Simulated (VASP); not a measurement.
# ScCr2 (P6/mmm) in VASP: further runs

ScCr2 is run at these levels: PBE; tasks: single point.

All numbers are computed with VASP 6.6.1; they aren't measurements. Logs are shortened: lines on timing, memory, paths and dates and some standing lists are left out, and cuts for length are marked.

**1. The cell of the first run**

The structure is hexagonal, space group P6/mmm (No. 191). Conventional cell: a = 3.500 Å, b = 3.500 Å, c = 3.779 Å, α = 90.00°, β = 90.00°, γ = 120.00°. Sc (site symmetry 6/mmm) has 12 Cr at 2.77 Å and 6 Sc at 3.50 Å within 3.6 Å. Cr (site symmetry -6m2) has 3 Cr at 2.02 Å within 2.7 Å.

**2. Single point, PBE, collinear spin, ferromagnetic start**

Contents of INCAR:

```
SYSTEM = ScCr2
ALGO = Normal ; EDIFF = 1E-6
ENCUT = 520 ; GGA = PE
ISIF = 2 ; ISMEAR = 0
ISPIN = 2 ; LASPH = .True.
LCHARG = .True. ; LELF = .True.
LMAXMIX = 4 ; LORBIT = 11
LREAL = .False. ; LVHAR = .True.
LWAVE = .False. ; MAGMOM = 0 3 3
NBANDS = 28 ; NELM = 150
PREC = Accurate ; SIGMA = 0.1
```

Contents of KPOINTS:

```
k-points
0
Gamma
  6 6 6
  0 0 0
```

Contents of POSCAR:

```
ScCr2
1.0
    3.4999278788      0.0000000000      0.0000000000
   -1.7499639394      3.0310264545      0.0000000000
    0.0000000000      0.0000000000      3.7789918957
Sc Cr
1 2
Direct
    0.0000000000      0.0000000000      0.0000000000
    0.3333333333      0.6666666667      0.5000000000
    0.6666666667      0.3333333333      0.5000000000
```

Potentials or basis: VASP PAW PBE potentials, release 64 (Sc_sv, Cr_pv).

Run with:

```console
$ cat potpaw_PBE.64/Sc_sv/POTCAR potpaw_PBE.64/Cr_pv/POTCAR > POTCAR
$ mpirun -np 1 vasp_std > vasp.out
```

OUTCAR:

```text
SYSTEM = ScCr2
   EDIFF = 1E-6
   ENCUT = 520
   GGA = PE
   ISIF = 2
   ISMEAR = 0
   ISPIN = 2
   LASPH = .True.
   LORBIT = 11
   LREAL = .False.
   NELM = 150
   PREC = Accurate

 ion  position               nearest neighbor table
   1  0.000  0.000  0.000-   2 2.77   3 2.77   2 2.77   3 2.77   3 2.77   3 2.77   2 2.77   2 2.77
                             3 2.77   3 2.77   2 2.77   2 2.77
   2  0.333  0.667  0.500-   3 2.02   3 2.02   3 2.02   1 2.77   1 2.77   1 2.77   1 2.77   1 2.77
                             1 2.77
   3  0.667  0.333  0.500-   2 2.02   2 2.02   2 2.02   1 2.77   1 2.77   1 2.77   1 2.77   1 2.77
                             1 2.77

  LATTYP: Found a hexagonal cell.
 ALAT       =     3.4999278788
 C/A-ratio  =     1.0797342193

  Lattice vectors:

 A1 = (   3.4999278788,   0.0000000000,   0.0000000000)
 A2 = (  -1.7499639394,   3.0310264545,   0.0000000000)
 A3 = (   0.0000000000,   0.0000000000,   3.7789918957)

Analysis of symmetry for initial positions (statically):
=====================================================================
 Subroutine PRICEL returns:
 Original cell was already a primitive cell.

 Routine SETGRP: Setting up the symmetry group for a
 hexagonal supercell.

 Subroutine GETGRP returns: Found 24 space group operations
 (whereof 24 operations were pure point group operations)
 out of a pool of 24 trial point group operations.

The static configuration has the point symmetry D_6h.

Analysis of symmetry for dynamics (positions and initial velocities):
=====================================================================
 Subroutine PRICEL returns:
 Original cell was already a primitive cell.

 Routine SETGRP: Setting up the symmetry group for a
 hexagonal supercell.

 Subroutine GETGRP returns: Found 24 space group operations
 (whereof 24 operations were pure point group operations)
 out of a pool of 24 trial point group operations.

The dynamic configuration has the point symmetry D_6h.

Analysis of structural, dynamic, and magnetic symmetry:
=====================================================================
 Subroutine PRICEL returns:
 Original cell was already a primitive cell.

 Routine SETGRP: Setting up the symmetry group for a
 hexagonal supercell.

 Subroutine GETGRP returns: Found 24 space group operations
 (whereof 24 operations were pure point group operations)
 out of a pool of 24 trial point group operations.

The overall configuration has the point symmetry D_6h.

 Subroutine INISYM returns: Found 24 space group operations
 (whereof 24 operations are pure point group operations),
 and found     1 'primitive' translations

----------------------------------------------------------------------------------------

                                     Primitive cell

  volume of cell :      40.0890

  direct lattice vectors                    reciprocal lattice vectors
     3.499927879  0.000000000  0.000000000     0.285720173  0.164960619  0.000000000
    -1.749963939  3.031026455  0.000000000     0.000000000  0.329921238  0.000000000
     0.000000000  0.000000000  3.778991896     0.000000000  0.000000000  0.264620837

  length of vectors
     3.499927879  3.499927879  3.778991896     0.329921238  0.329921238  0.264620837

  position of ions in fractional coordinates (direct lattice)
     0.000000000  0.000000000  0.000000000
     0.333333333  0.666666667  0.500000000
     0.666666667  0.333333333  0.500000000

  ion indices of the primitive-cell ions
   primitive index   ion index
                 1           1
                 2           2
                 3           3

----------------------------------------------------------------------------------------

 KPOINTS: k-points

Automatic generation of k-mesh.
 Grid dimensions read from file:
 generate k-points for:    6    6    6

 Generating k-lattice:

  Cartesian coordinates                     Fractional coordinates (reciprocal lattice)
     0.047620029  0.027493436  0.000000000     0.166666667  0.000000000  0.000000000
     0.000000000  0.054986873  0.000000000     0.000000000  0.166666667  0.000000000
     0.000000000  0.000000000  0.044103473     0.000000000  0.000000000  0.166666667

  Length of vectors
     0.054986873  0.054986873  0.044103473

  Shift w.r.t. Gamma in fractional coordinates (k-lattice)
     0.000000000  0.000000000  0.000000000

 Subroutine IBZKPT returns following result:
 ===========================================

 Found     28 irreducible k-points:

 Following reciprocal coordinates:
            Coordinates               Weight
  0.000000  0.000000  0.000000      1.000000
  0.166667  0.000000  0.000000      6.000000
  0.333333  0.000000  0.000000      6.000000
  0.500000  0.000000  0.000000      3.000000
  0.166667  0.166667  0.000000      6.000000
  0.333333  0.166667  0.000000     12.000000
[... 16 lines left out ...]
  0.166667  0.000000  0.500000      6.000000
  0.333333  0.000000  0.500000      6.000000
 [... further k-points ...]
   k-points           NKPTS =     28   k-points in BZ     NKDIM =     28   number of bands    NBANDS=     28
   number of dos      NEDOS =    301   number of ions     NIONS =      3
   total plane-waves  NPLWV =  21952
   dimension x,y,z NGX =    28 NGY =   28 NGZ =   28
   dimension x,y,z NGXF=    56 NGYF=   56 NGZF=   56
   ions per type =               1   2
   NGX,Y,Z   is equivalent  to a cutoff of  13.30, 13.30, 12.32 a.u.
   NGXF,Y,Z  is equivalent  to a cutoff of  26.60, 26.60, 24.64 a.u.
 SYSTEM =  ScCr2
   PREC   = accura    normal or accurate (medium, high low for compatibility)
   ISTART =      0    job   : 0-new  1-cont  2-samecut
   ICHARG =      2    charge: 1-file 2-atom 10-const
   ISPIN  =      2    spin polarized calculation?
   LNONCOLLINEAR =      F non collinear calculations
   LSORBIT =      F    spin-orbit coupling
   LASPH  =      T    aspherical Exc in radial PAW
   ENCUT  =  520.0 eV  38.22 Ry    6.18 a.u.   6.51  6.51  7.03*2*pi/ulx,y,z
   NELM   =    150;   NELMIN=  2; NELMDL= -5     # of ELM steps
   EDIFF  = 0.1E-05   stopping-criterion for ELM
   LREAL  =      F    real-space projection
   EDIFFG = 0.1E-04   stopping-criterion for IOM
   NSW    =      0    number of steps for IOM
   IBRION =     -1    ionic relax: 0-MD 1-quasi-New 2-CG
   NFREE  =      0    steps in history (QN), initial steepest desc. (CG)
   ISIF   =      2    stress and relaxation
   ISYM   =      2    0-nonsym 1-usesym 2-fastsym
   POTIM  = 0.5000    time-step for ionic-motion
   TEBEG  =    0.0;   TEEND  =   0.0 temperature during run
   PSTRESS=    0.0 pullay stress
   NELECT =      35.0000    total number of electrons
   NUPDOWN=      -1.0000    fix difference up-down
   EMIN   =  10.00;   EMAX   =-10.00  energy-range for DOS
   EFERMI =   0.00;   METHOD = LEGACY
   ISMEAR =     0;   SIGMA  =   0.10  broadening in eV -4-tet -1-fermi 0-gaus
   EFERMI_NEDOS =   21; number of points for ismear=-14 and -15
   IALGO  =     38    algorithm
   IMIX   =      4    mixing-type and parameters
     AMIX     =   0.40;   BMIX     =  1.00
     AMIX_MAG =   1.60;   BMIX_MAG =  1.00
  volume/ion in A,a.u.               =      13.36        90.18
  Fermi-wavevector in a.u.,A,eV,Ry     =   1.564669  2.956796 33.309651  2.448190
  Thomas-Fermi vector in A             =   2.667259
   LORBIT       =     11    0 simple, 1 ext, 2 COOP (PROOUT), +10 PAW based schemes
   GGA     = PE    functional components
   LHFCALC =     F    Hartree Fock is set to
   AEXX    =    0.0000 exact exchange contribution
   IVDW    =     0    specifies the selected vdW correction
   LEPSILON=     F    determine dielectric tensor
   LRPA    =     F    only Hartree local field effects (RPA)
 spin polarized calculation
 Gauss-broadening in eV      SIGMA  =   0.10
  energy-cutoff  :      520.00
  volume of cell :       40.09
 maximum number of plane-waves:      1107
 NGX is ok and might be reduce to    28
   NGX = 13   NGY = 13   NGZ = 15

 number of electron      34.9999995 magnetization      -0.0052059

 number of electron      34.9999995 magnetization       0.0013564

 Free energy of the ion-electron system (eV)
  ---------------------------------------------------
  ext. energy  EPLUGINS =         0.00000000
  ---------------------------------------------------
  free energy    TOTEN  =       -22.83865458 eV

  energy without entropy =      -22.82397673  energy(sigma->0) =      -22.83131565

 E-fermi :   8.7384     XC(G=0): -12.5970

 val. band max:        8.7081288437   @ k =   0.3333   0.1667   0.0000
 cond. band min:       8.7473170267   @ k =   0.1667   0.0000   0.3333
 fundamental gap:      0.0391881830
 Fermi energy:         8.7383574201

 spin component 1

 k-point     1 :       0.0000    0.0000    0.0000
  band No.  band energies     occupation
      1     -39.6120      1.00000
      2     -35.0250      1.00000
      3     -35.0250      1.00000
      4     -33.9427      1.00000
      5     -33.2791      1.00000
      6     -33.0169      1.00000
[... 20 lines left out ...]
     27      13.6605      0.00000
     28      16.8909      0.00000
[... 683 lines left out ...]
 k-point    24 :       0.3333    0.0000    0.5000
  band No.  band energies     occupation
      1     -39.5976      1.00000
      2     -35.1763      1.00000
      3     -34.7182      1.00000
      4     -33.8071      1.00000
      5     -33.4257      1.00000
      6     -33.3344      1.00000
[... 20 lines left out ...]
     27      13.2690      0.00000
     28      16.8891      0.00000

 [... further k-points ...]

 spin component 2

 k-point     1 :       0.0000    0.0000    0.0000
  band No.  band energies     occupation
      1     -39.6121      1.00000
      2     -35.0245      1.00000
      3     -35.0245      1.00000
      4     -33.9422      1.00000
      5     -33.2786      1.00000
      6     -33.0164      1.00000
[... 20 lines left out ...]
     27      13.6608      0.00000
     28      16.8932      0.00000
[... 683 lines left out ...]
 k-point    24 :       0.3333    0.0000    0.5000
  band No.  band energies     occupation
      1     -39.5976      1.00000
      2     -35.1758      1.00000
      3     -34.7177      1.00000
      4     -33.8066      1.00000
      5     -33.4252      1.00000
      6     -33.3339      1.00000
[... 20 lines left out ...]
     27      13.2690      0.00000
     28      16.8934      0.00000

 [... further k-points ...]
[... 5 lines left out ...]
  --------------------------------------------------------------------------------------
  -------------------------------------------------------------------------------------
  Total        9.3095326      9.3095326      8.5615418      0.0000000      0.0000000      0.0000000
  in kB      372.0605965    372.0605966    342.1667312      0.0000000      0.0000000      0.0000000
  external PRESSURE =     362.0959748 kB  Pullay stress =       0.0000000 kB

 VOLUME and BASIS-vectors are now :
 -----------------------------------------------------------------------------
  energy-cutoff  :      520.00
  volume of cell :       40.09
      direct lattice vectors                 reciprocal lattice vectors
     3.499927879  0.000000000  0.000000000     0.285720173  0.164960619  0.000000000
    -1.749963939  3.031026455  0.000000000     0.000000000  0.329921238  0.000000000
     0.000000000  0.000000000  3.778991896     0.000000000  0.000000000  0.264620837

 POSITION                                       TOTAL-FORCE (eV/Angst)
 -----------------------------------------------------------------------------------
      0.00000      0.00000      0.00000         0.000000      0.000000      0.000000
     -0.00000      2.02068      1.88950        -0.000000      0.000000      0.000000
      1.74996      1.01034      1.88950         0.000000     -0.000000      0.000000
 -----------------------------------------------------------------------------------
    total drift:                               -0.000000      0.000000     -0.000000

  FREE ENERGIE OF THE ION-ELECTRON SYSTEM (eV)
  ---------------------------------------------------
  free  energy   TOTEN  =       -22.8386545762 eV

  energy  without entropy=      -22.8239767297  energy(sigma->0) =      -22.83131565

 total charge

# of ion       s       p       d       tot
------------------------------------------
    1        2.282   6.214   1.243   9.739
    2        0.531   6.295   4.759  11.584
    3        0.531   6.295   4.759  11.584
--------------------------------------------------
tot          3.343  18.804  10.760  32.907

 magnetization (x)

# of ion       s       p       d       tot
------------------------------------------
    1        0.000   0.000  -0.000  -0.000
    2        0.000   0.000   0.000   0.000
    3        0.000   0.000   0.000   0.000
--------------------------------------------------
tot          0.000   0.000   0.000   0.001
```

Run time: 82 s. Hardware: 1 thread of Intel Xeon Platinum 8175M at 2.50GHz (Skylake/Cascade Lake), shared host; peak memory 0.2 GiB.

Results:

```yaml
Free_energy: -22.8387 eV
Pressure: 36.2 GPa
Net_moment: 0.00 μB per cell
Valence_electrons_inside_the_program's_atomic_spheres: Sc 9.74; Cr 11.58
```

Stress tensor (GPa, compression positive):
```
37.21  0.00  0.00
 0.00 37.21  0.00
 0.00  0.00 34.22
```

Caveat: the starting moments collapsed, and a magnetic state may lie lower.

**3. Single point, PBE**

This run uses another cell than the first one, of 16.79 Å³/atom, 1.257 times its volume.

Contents of INCAR:

```
SYSTEM = ScCr2
PREC = Accurate
ENCUT = 600
EDIFF = 1E-6
ISMEAR = 0
SIGMA = 0.1
LREAL = .FALSE.
LASPH = .TRUE.
NELM = 120
ALGO = Normal
ISIF = 2
LWAVE = .FALSE.
LCHARG = .FALSE.
GGA = PE
NBANDS = 26
GGA_COMPAT = .FALSE.
```

Contents of KPOINTS:

```
Automatic mesh
0
G
  6 6 4
  0 0 0
```

Contents of POSCAR:

```
ScCr2
1.0
    3.5951427670      0.0000000000      0.0000000000
   -1.7975713835      3.1134849664      0.0000000000
    0.0000000000      0.0000000000      4.5010173044
Sc Cr
1 2
Direct
    0.0000000000      0.0000000000      0.0000000000
    0.3333333333      0.6666666667      0.5000000000
    0.6666666667      0.3333333333      0.5000000000
```

Potentials or basis: VASP PAW PBE potentials, release 64 (Sc_sv, Cr_sv).

Run with:

```console
$ cat potpaw_PBE.64/Sc_sv/POTCAR potpaw_PBE.64/Cr_sv/POTCAR > POTCAR
$ mpirun -np 1 vasp_std > vasp.out
```

OUTCAR:

```text
SYSTEM = ScCr2
   PREC = Accurate
   ENCUT = 600
   EDIFF = 1E-6
   ISMEAR = 0
   LREAL = .FALSE.
   LASPH = .TRUE.
   NELM = 120
   ISIF = 2
   GGA = PE

 ion  position               nearest neighbor table
   1  0.000  0.000  0.000-   2 3.06   3 3.06   2 3.06   3 3.06   2 3.06   2 3.06   3 3.06   3 3.06
                             3 3.06   3 3.06   2 3.06   2 3.06
   2  0.333  0.667  0.500-   3 2.08   3 2.08   3 2.08   1 3.06   1 3.06   1 3.06   1 3.06   1 3.06
                             1 3.06
   3  0.667  0.333  0.500-   2 2.08   2 2.08   2 2.08   1 3.06   1 3.06   1 3.06   1 3.06   1 3.06
                             1 3.06

  LATTYP: Found a hexagonal cell.
 ALAT       =     3.5951427670
 C/A-ratio  =     1.2519717842

  Lattice vectors:

 A1 = (   3.5951427670,   0.0000000000,   0.0000000000)
 A2 = (  -1.7975713835,   3.1134849664,   0.0000000000)
 A3 = (   0.0000000000,   0.0000000000,   4.5010173044)

Analysis of symmetry for initial positions (statically):
=====================================================================
 Subroutine PRICEL returns:
 Original cell was already a primitive cell.

 Routine SETGRP: Setting up the symmetry group for a
 hexagonal supercell.

[... 164 lines left out ...]

 E-fermi :   7.6973     XC(G=0): -11.4216

 val. band max:        7.6601259639   @ k =   0.0000   0.0000   0.5000
 cond. band min:       7.7062814804   @ k =   0.3333   0.0000   0.2500
 fundamental gap:      0.0461555165
 Fermi energy:         7.6972981150

 k-point     1 :       0.0000    0.0000    0.0000
  band No.  band energies     occupation
      1     -63.6997      2.00000
      2     -62.9108      2.00000
      3     -41.5844      2.00000
      4     -35.6724      2.00000
      5     -35.6724      2.00000
      6     -34.7593      2.00000
[... 598 lines left out ...]
     25       9.6529      0.00000
     26      10.6936      0.00000

------------------------ aborting loop because EDIFF is reached ----------------------------------------

  FORCE on cell =-STRESS in cart. coord.  units (eV):
  Direction    XX          YY          ZZ          XY          YZ          ZX
  --------------------------------------------------------------------------------------
  -------------------------------------------------------------------------------------
  Total       -0.3603107     -0.3603107     -0.4132958      0.0000000      0.0000000      0.0000000
  in kB      -11.4581402    -11.4581402    -13.1431056      0.0000000      0.0000000      0.0000000
  external PRESSURE =     -12.0197954 kB  Pullay stress =       0.0000000 kB

 VOLUME and BASIS-vectors are now :
 -----------------------------------------------------------------------------
  energy-cutoff  :      600.00
  volume of cell :       50.38
      direct lattice vectors                 reciprocal lattice vectors
     3.595142767  0.000000000  0.000000000     0.278153071  0.160591750  0.000000000
    -1.797571384  3.113484966  0.000000000     0.000000000  0.321183500  0.000000000
     0.000000000  0.000000000  4.501017304     0.000000000  0.000000000  0.222171996

 POSITION                                       TOTAL-FORCE (eV/Angst)
 -----------------------------------------------------------------------------------
      0.00000      0.00000      0.00000        -0.000000      0.000000      0.000000
     -0.00000      2.07566      2.25051         0.000000     -0.000000      0.000000
      1.79757      1.03783      2.25051        -0.000000      0.000000      0.000000
 -----------------------------------------------------------------------------------
    total drift:                                0.000000     -0.000000      0.000000

  FREE ENERGIE OF THE ION-ELECTRON SYSTEM (eV)
  ---------------------------------------------------
  free  energy   TOTEN  =       -23.9902651133 eV

  energy  without entropy=      -23.9802901086  energy(sigma->0) =      -23.98527761
```

OSZICAR:

```text
N       E                     dE             d eps       ncg     rms          rms(c)
DAV:   1     0.787448981630E+03    0.78745E+03   -0.20741E+04  1246   0.483E+03
DAV:   2     0.727028470841E+02   -0.71475E+03   -0.70207E+03  1232   0.985E+02
DAV:   3    -0.127650875362E+02   -0.85468E+02   -0.82773E+02  1580   0.370E+02
DAV:   4    -0.232661269043E+02   -0.10501E+02   -0.10295E+02  2094   0.115E+02
DAV:   5    -0.254964276906E+02   -0.22303E+01   -0.22162E+01  1900   0.277E+01    0.146E+01
DAV:   6    -0.239747743124E+02    0.15217E+01   -0.12409E+01  2108   0.467E+01    0.413E+00
DAV:   7    -0.240820866036E+02   -0.10731E+00   -0.40362E+00  2168   0.158E+01    0.331E+00
DAV:   8    -0.239849463678E+02    0.97140E-01   -0.16819E+00  2144   0.138E+01    0.255E+00
DAV:   9    -0.239868528007E+02   -0.19064E-02   -0.23116E-01  2088   0.421E+00    0.405E-01
DAV:  10    -0.239896739858E+02   -0.28212E-02   -0.31216E-02  1932   0.113E+00    0.115E-01
DAV:  11    -0.239902281755E+02   -0.55419E-03   -0.71818E-03  2002   0.547E-01    0.687E-02
DAV:  12    -0.239902380396E+02   -0.98641E-05   -0.11765E-03  1958   0.311E-01    0.138E-02
DAV:  13    -0.239902606038E+02   -0.22564E-04   -0.21620E-04  1874   0.736E-02    0.815E-03
DAV:  14    -0.239902646870E+02   -0.40832E-05   -0.33314E-05  1800   0.427E-02    0.254E-03
DAV:  15    -0.239902651133E+02   -0.42628E-06   -0.66701E-06  1402   0.189E-02
   1 F= -.23990265E+02 E0= -.23985278E+02  d E =-.997500E-02
```

stdout:

```text
POSCAR found type information on POSCAR ScCr
 POSCAR found :  2 types and       3 ions
 scaLAPACK will be used
 LDA part: xc-table for (Slater+PW92), standard interpolation
 POSCAR, INCAR and KPOINTS ok, starting setup
 FFT: planning ... GRIDC
 FFT: planning ... GRID_SOFT
 FFT: planning ... GRID
 WAVECAR not read
 entering main loop
```

Run time: 28 s. Hardware: 1 thread of Intel Xeon 6975P-C (Granite Rapids), shared host; peak memory 0.19 GiB.

Results:

* Free energy: -23.9903 eV
* Pressure: -1.2 GPa

Stress tensor (GPa, compression positive):
```
-1.15  0.00  0.00
 0.00 -1.15  0.00
 0.00  0.00 -1.31
```

Spin polarisation is off, so any magnetic state and its effect on volume and gap are missing.
